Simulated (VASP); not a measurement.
# ZrH5 (R-3m) in VASP: single point with PBE

Aim: the single point of ZrH5 with PBE.

Program: VASP 6.6.1. These are calculated values, not measurements. Logs are shortened: lines on timing, memory, paths and dates and some standing lists are left out, and cuts for length are marked.

### Step 1. The cell of the first run

It takes space group R-3m (No. 166, trigonal). The conventional cell has a = 4.466 Å, b = 4.466 Å, c = 6.582 Å, α = 90.00°, β = 90.00°, γ = 120.00°. Within 2.6 Å of Zr (site symmetry -3m) lie 20 H at 1.93 to 2.59 Å. Within 1.8 Å of H (site symmetry 3m) lie 3 H at 1.32 Å. Within 1.8 Å of H (site symmetry 2/m) lie 2 H at 1.32 Å.

The cell was built from a structure type or drawn by symmetry, and may not be a known phase.

### Step 2. Single point, PBE

INCAR reads:

```
PREC = Accurate
ENCUT = 500
EDIFF = 1E-6
ISMEAR = 0
SIGMA = 0.2
LREAL = F
LASPH = T
NELM = 120
ALGO = Normal
ISIF = 2
LWAVE = F
LCHARG = F
GGA = PE
NBANDS = 18
GGA_COMPAT = F
```

KPOINTS reads:

```
regular mesh
0
Gamma
  4 4 4
```

POSCAR reads:

```
ZrH5
1.0
    2.2330508048      1.2892524833      2.1938836419
   -2.2330508048      1.2892524833      2.1938836419
    0.0000000000     -2.5785049665      2.1938836419
Zr H
1 5
Direct
    0.5000000000      0.5000000000      0.5000000000
    0.7937947660      0.7937947660      0.7937947660
    0.2062052340      0.2062052340      0.2062052340
    0.0000000000      0.0000000000      0.5000000000
    0.5000000000      0.0000000000      0.0000000000
    0.0000000000      0.5000000000      0.0000000000
```

Potentials or basis: VASP PAW PBE potentials, release 64 (Zr_sv, H).

The run is started by

```console
> cat potpaw_PBE.64/Zr_sv/POTCAR potpaw_PBE.64/H/POTCAR > POTCAR
> mpirun -np 1 vasp_std > vasp.out
```

OUTCAR:

```text
PREC = Accurate
   ENCUT = 500
   EDIFF = 1E-6
   ISMEAR = 0
   LREAL = F
   LASPH = T
   NELM = 120
   ISIF = 2
   GGA = PE

 ion  position               nearest neighbor table
   1  0.500  0.500  0.500-   2 1.93   3 1.93   4 2.23   4 2.23   5 2.23   5 2.23   6 2.23   6 2.23

   2  0.794  0.794  0.794-   1 1.93
   3  0.206  0.206  0.206-   1 1.93
   4  0.000  0.000  0.500-   1 2.23   1 2.23
   5  0.500  0.000  0.000-   1 2.23   1 2.23
   6  0.000  0.500  0.000-   1 2.23   1 2.23

  LATTYP: Found a trigonal (rhomboedric) cell.
 ALAT       =     3.3855299876
 COS(alpha) =     0.1298905736

  Lattice vectors:

 A1 = (   2.2330508048,   1.2892524833,   2.1938836419)
 A2 = (  -2.2330508048,   1.2892524833,   2.1938836419)
 A3 = (   0.0000000000,  -2.5785049665,   2.1938836419)

Analysis of symmetry for initial positions (statically):
=====================================================================
 Subroutine PRICEL returns:
 Original cell was already a primitive cell.

 Routine SETGRP: Setting up the symmetry group for a
 trigonal (rhombohedral) supercell.

 Subroutine GETGRP returns: Found 12 space group operations
 (whereof 12 operations were pure point group operations)
 out of a pool of 12 trial point group operations.

The static configuration has the point symmetry D_3d.

Analysis of symmetry for dynamics (positions and initial velocities):
=====================================================================
 Subroutine PRICEL returns:
 Original cell was already a primitive cell.

 Routine SETGRP: Setting up the symmetry group for a
 trigonal (rhombohedral) supercell.

 Subroutine GETGRP returns: Found 12 space group operations
 (whereof 12 operations were pure point group operations)
 out of a pool of 12 trial point group operations.

The dynamic configuration has the point symmetry D_3d.

 Subroutine INISYM returns: Found 12 space group operations
 (whereof 12 operations are pure point group operations),
 and found     1 'primitive' translations

----------------------------------------------------------------------------------------

                                     Primitive cell

  volume of cell :      37.8967

  direct lattice vectors                    reciprocal lattice vectors
     2.233050805  1.289252483  2.193883642     0.223908923  0.129273877  0.151937563
    -2.233050805  1.289252483  2.193883642    -0.223908923  0.129273877  0.151937563
     0.000000000 -2.578504967  2.193883642     0.000000000 -0.258547754  0.151937563

  length of vectors
     3.385529988  3.385529988  3.385529988     0.299886585  0.299886585  0.299886585

  position of ions in fractional coordinates (direct lattice)
     0.500000000  0.500000000  0.500000000
     0.793794766  0.793794766  0.793794766
     0.206205234  0.206205234  0.206205234
     1.000000000  1.000000000  0.500000000
     0.500000000  1.000000000  0.000000000
     1.000000000  0.500000000  0.000000000

  ion indices of the primitive-cell ions
   primitive index   ion index
                 1           1
                 2           2
                 3           3
                 4           4
                 5           5
                 6           6

----------------------------------------------------------------------------------------

 KPOINTS: regular mesh

Automatic generation of k-mesh.
 Grid dimensions read from file:
 generate k-points for:    4    4    4

 Generating k-lattice:

  Cartesian coordinates                     Fractional coordinates (reciprocal lattice)
     0.055977231  0.032318469  0.037984391     0.250000000 -0.000000000 -0.000000000
    -0.055977231  0.032318469  0.037984391    -0.000000000  0.250000000 -0.000000000
     0.000000000 -0.064636938  0.037984391     0.000000000  0.000000000  0.250000000

  Length of vectors
     0.074971646  0.074971646  0.074971646

  Shift w.r.t. Gamma in fractional coordinates (k-lattice)
     0.000000000  0.000000000  0.000000000

 Subroutine IBZKPT returns following result:
 ===========================================

 Found     13 irreducible k-points:

 Following reciprocal coordinates:
            Coordinates               Weight
  0.000000  0.000000  0.000000      1.000000
  0.250000 -0.000000  0.000000      6.000000
  0.500000 -0.000000  0.000000      3.000000
  0.250000  0.250000  0.000000      6.000000
  0.500000  0.250000  0.000000     12.000000
 -0.250000  0.250000  0.000000      6.000000
  0.500000  0.500000  0.000000      3.000000
  0.250000  0.250000  0.250000      2.000000
  0.500000  0.250000  0.250000      6.000000
 -0.250000  0.250000  0.250000      6.000000
  0.500000  0.500000  0.250000      6.000000
 -0.250000  0.500000  0.250000      6.000000
  0.500000  0.500000  0.500000      1.000000
   k-points           NKPTS =     13   k-points in BZ     NKDIM =     13   number of bands    NBANDS=     18
   number of dos      NEDOS =    301   number of ions     NIONS =      6
   total plane-waves  NPLWV =  21952
   dimension x,y,z NGX =    28 NGY =   28 NGZ =   28
   dimension x,y,z NGXF=    56 NGYF=   56 NGZF=   56
   ions per type =               1   5
   NGX,Y,Z   is equivalent  to a cutoff of  13.75, 13.75, 13.75 a.u.
   NGXF,Y,Z  is equivalent  to a cutoff of  27.50, 27.50, 27.50 a.u.
 SYSTEM =  unknown system
   PREC   = accura    normal or accurate (medium, high low for compatibility)
   ISTART =      0    job   : 0-new  1-cont  2-samecut
   ICHARG =      2    charge: 1-file 2-atom 10-const
   ISPIN  =      1    spin polarized calculation?
   LNONCOLLINEAR =      F non collinear calculations
   LSORBIT =      F    spin-orbit coupling
   LASPH  =      T    aspherical Exc in radial PAW
   ENCUT  =  500.0 eV  36.75 Ry    6.06 a.u.   6.17  6.17  6.17*2*pi/ulx,y,z
   NELM   =    120;   NELMIN=  2; NELMDL= -5     # of ELM steps
   EDIFF  = 0.1E-05   stopping-criterion for ELM
   LREAL  =      F    real-space projection
   EDIFFG = 0.1E-04   stopping-criterion for IOM
   NSW    =      0    number of steps for IOM
   IBRION =     -1    ionic relax: 0-MD 1-quasi-New 2-CG
   NFREE  =      0    steps in history (QN), initial steepest desc. (CG)
   ISIF   =      2    stress and relaxation
   ISYM   =      2    0-nonsym 1-usesym 2-fastsym
   POTIM  = 0.5000    time-step for ionic-motion
   TEBEG  =    0.0;   TEEND  =   0.0 temperature during run
   PSTRESS=    0.0 pullay stress
   NELECT =      17.0000    total number of electrons
   NUPDOWN=      -1.0000    fix difference up-down
   EMIN   =  10.00;   EMAX   =-10.00  energy-range for DOS
   EFERMI =   0.00;   METHOD = LEGACY
   ISMEAR =     0;   SIGMA  =   0.20  broadening in eV -4-tet -1-fermi 0-gaus
   EFERMI_NEDOS =   21; number of points for ismear=-14 and -15
   IALGO  =     38    algorithm
   IMIX   =      4    mixing-type and parameters
     AMIX     =   0.40;   BMIX     =  1.00
     AMIX_MAG =   1.60;   BMIX_MAG =  1.00
  volume/ion in A,a.u.               =       6.32        42.62
  Fermi-wavevector in a.u.,A,eV,Ry     =   1.253210  2.368224 21.368444  1.570536
  Thomas-Fermi vector in A             =   2.387074
   LORBIT       =      0    0 simple, 1 ext, 2 COOP (PROOUT), +10 PAW based schemes
   GGA     = PE    functional components
   LHFCALC =     F    Hartree Fock is set to
   AEXX    =    0.0000 exact exchange contribution
   IVDW    =     0    specifies the selected vdW correction
   LEPSILON=     F    determine dielectric tensor
   LRPA    =     F    only Hartree local field effects (RPA)
 non-spin polarized calculation
 Gauss-broadening in eV      SIGMA  =   0.20
  energy-cutoff  :      500.00
  volume of cell :       37.90
 maximum number of plane-waves:       968
 NGX is ok and might be reduce to    28
   NGX = 13   NGY = 13   NGZ = 13

 number of electron      16.9999998 magnetization

 Free energy of the ion-electron system (eV)
  ---------------------------------------------------
  ext. energy  EPLUGINS =         0.00000000
  ---------------------------------------------------
  free energy    TOTEN  =       -23.24025477 eV

  energy without entropy =      -23.21567083  energy(sigma->0) =      -23.22796280

 E-fermi :   7.3285     XC(G=0): -10.8824

 val. band max:        7.2230884160   @ k =   0.5000   0.2500   0.2500
 cond. band min:       7.4722802955   @ k =   0.5000   0.5000   0.0000
 fundamental gap:      0.2491918796
 Fermi energy:         7.3284969503

 k-point     1 :       0.0000    0.0000    0.0000
  band No.  band energies     occupation
      1     -42.2642      2.00000
      2     -20.2639      2.00000
      3     -20.2639      2.00000
      4     -20.0737      2.00000
      5      -5.3064      2.00000
      6       2.5726      2.00000
[... 10 lines left out ...]
     17      19.1869      0.00000
     18      19.1876      0.00000

 k-point     2 :       0.2500   -0.0000    0.0000
  band No.  band energies     occupation
      1     -42.2503      2.00000
      2     -20.4232      2.00000
      3     -20.2516      2.00000
      4     -20.0991      2.00000
      5      -4.4242      2.00000
      6       0.4186      2.00000
[... 10 lines left out ...]
     17      19.9042      0.00000
     18      20.5211      0.00000

 k-point     3 :       0.5000   -0.0000    0.0000
  band No.  band energies     occupation
      1     -42.2363      2.00000
      2     -20.6059      2.00000
      3     -20.2392      2.00000
      4     -20.0928      2.00000
      5      -2.4563      2.00000
      6      -2.0261      2.00000
[... 10 lines left out ...]
     17      18.2667      0.00000
     18      19.9396      0.00000

 k-point     4 :       0.2500    0.2500    0.0000
  band No.  band energies     occupation
      1     -42.2372      2.00000
      2     -20.3962      2.00000
      3     -20.3764      2.00000
      4     -20.1383      2.00000
      5      -3.8402      2.00000
      6       0.1507      2.00000
[... 10 lines left out ...]
     17      19.1255      0.00000
     18      20.2623      0.00000

 k-point     5 :       0.5000    0.2500    0.0000
  band No.  band energies     occupation
      1     -42.2233      2.00000
      2     -20.5678      2.00000
      3     -20.3673      2.00000
      4     -20.1316      2.00000
      5      -2.3271      2.00000
      6      -1.4513      2.00000
[... 10 lines left out ...]
     17      18.3674      0.00000
     18      20.4365      0.00000

 k-point     6 :      -0.2500    0.2500    0.0000
  band No.  band energies     occupation
      1     -42.2364      2.00000
      2     -20.4369      2.00000
      3     -20.3650      2.00000
      4     -20.1352      2.00000
      5      -3.5441      2.00000
      6      -0.2642      2.00000
[... 10 lines left out ...]
     17      18.9683      0.00000
     18      20.8896      0.00000

 k-point     7 :       0.5000    0.5000    0.0000
  band No.  band energies     occupation
      1     -42.2102      2.00000
      2     -20.5352      2.00000
      3     -20.5251      2.00000
      4     -20.1284      2.00000
      5      -2.0264      2.00000
      6      -1.2485      2.00000
[... 10 lines left out ...]
     17      16.4989      0.00000
     18      20.5067      0.00000

 k-point     8 :       0.2500    0.2500    0.2500
  band No.  band energies     occupation
      1     -42.2249      2.00000
      2     -20.3701      2.00000
      3     -20.3701      2.00000
      4     -20.2758      2.00000
      5      -3.7569      2.00000
      6       1.7185      2.00000
[... 10 lines left out ...]
     17      18.7618      0.00000
     18      21.8573      0.00000

 k-point     9 :       0.5000    0.2500    0.2500
  band No.  band energies     occupation
      1     -42.2111      2.00000
      2     -20.5333      2.00000
      3     -20.3560      2.00000
      4     -20.2759      2.00000
      5      -2.8272      2.00000
      6      -0.4663      2.00000
[... 10 lines left out ...]
     17      17.1680      0.00000
     18      20.8206      0.00000

 k-point    10 :      -0.2500    0.2500    0.2500
  band No.  band energies     occupation
      1     -42.2234      2.00000
      2     -20.4255      2.00000
      3     -20.3822      2.00000
      4     -20.2587      2.00000
      5      -2.9230      2.00000
      6      -0.8587      2.00000
[... 10 lines left out ...]
     17      17.2487      0.00000
     18      22.1432      0.00000

 k-point    11 :       0.5000    0.5000    0.2500
  band No.  band energies     occupation
      1     -42.1981      2.00000
      2     -20.4977      2.00000
      3     -20.4939      2.00000
      4     -20.2904      2.00000
      5      -2.7241      2.00000
      6      -0.2226      2.00000
[... 10 lines left out ...]
     17      17.6474      0.00000
     18      22.0319      0.00000

 k-point    12 :      -0.2500    0.5000    0.2500
  band No.  band energies     occupation
      1     -42.2103      2.00000
      2     -20.5305      2.00000
      3     -20.3923      2.00000
      4     -20.2666      2.00000
      5      -1.9916      2.00000
      6      -1.4714      2.00000
[... 10 lines left out ...]
     17      17.3125      0.00000
     18      21.7214      0.00000

 k-point    13 :       0.5000    0.5000    0.5000
  band No.  band energies     occupation
      1     -42.1859      2.00000
      2     -20.4700      2.00000
      3     -20.4700      2.00000
      4     -20.4296      2.00000
      5      -3.2106      2.00000
      6       1.4601      2.00000
[... 10 lines left out ...]
     17      15.3058      0.00000
     18      23.8522      0.00000

------------------------ aborting loop because EDIFF is reached ----------------------------------------

  FORCE on cell =-STRESS in cart. coord.  units (eV):
  Direction    XX          YY          ZZ          XY          YZ          ZX
  --------------------------------------------------------------------------------------
  -------------------------------------------------------------------------------------
  Total       -0.0014434     -0.0014434     -0.2211886      0.0000000     -0.0000000     -0.0000000
  in kB       -0.0610240     -0.0610240     -9.3512990      0.0000000     -0.0000000     -0.0000000
  external PRESSURE =      -3.1577823 kB  Pullay stress =       0.0000000 kB

 VOLUME and BASIS-vectors are now :
 -----------------------------------------------------------------------------
  energy-cutoff  :      500.00
  volume of cell :       37.90
      direct lattice vectors                 reciprocal lattice vectors
     2.233050805  1.289252483  2.193883642     0.223908923  0.129273877  0.151937563
    -2.233050805  1.289252483  2.193883642    -0.223908923  0.129273877  0.151937563
     0.000000000 -2.578504967  2.193883642     0.000000000 -0.258547754  0.151937563

 POSITION                                       TOTAL-FORCE (eV/Angst)
 -----------------------------------------------------------------------------------
      0.00000      0.00000      3.29083         0.000000      0.000000      0.000000
      0.00000      0.00000      5.22448         0.000000      0.000000      0.080164
      0.00000      0.00000      1.35717         0.000000     -0.000000     -0.080164
      0.00000     -1.28925      1.09694         0.000000     -0.000000     -0.000000
      1.11653      0.64463      1.09694         0.000000     -0.000000      0.000000
     -1.11653      0.64463      1.09694        -0.000000      0.000000      0.000000
 -----------------------------------------------------------------------------------
    total drift:                               -0.000000     -0.000000      0.000000

  FREE ENERGIE OF THE ION-ELECTRON SYSTEM (eV)
  ---------------------------------------------------
  free  energy   TOTEN  =       -23.2402547677 eV

  energy  without entropy=      -23.2156708295  energy(sigma->0) =      -23.22796280
```

It took 21 s on 1 thread of AMD EPYC, shared host; peak memory 0.12 GiB.

What came out:

* Free energy: -23.2403 eV
* Pressure: -0.3 GPa
* Largest force: 0.080 eV/Å
* Band gap on the k mesh: zero (an odd number of electrons rules out a gap without spin polarisation)

Forces in eV/Å, atoms in the order of the input:
```
Zr   0.000  0.000  0.000
H    0.000  0.000  0.080
H    0.000  0.000 -0.080
H    0.000  0.000  0.000
H    0.000  0.000  0.000
H    0.000  0.000  0.000
```

Caveat: the k points lie up to 0.47 Å⁻¹ apart, too coarse for converged energies and pressures of a metal.
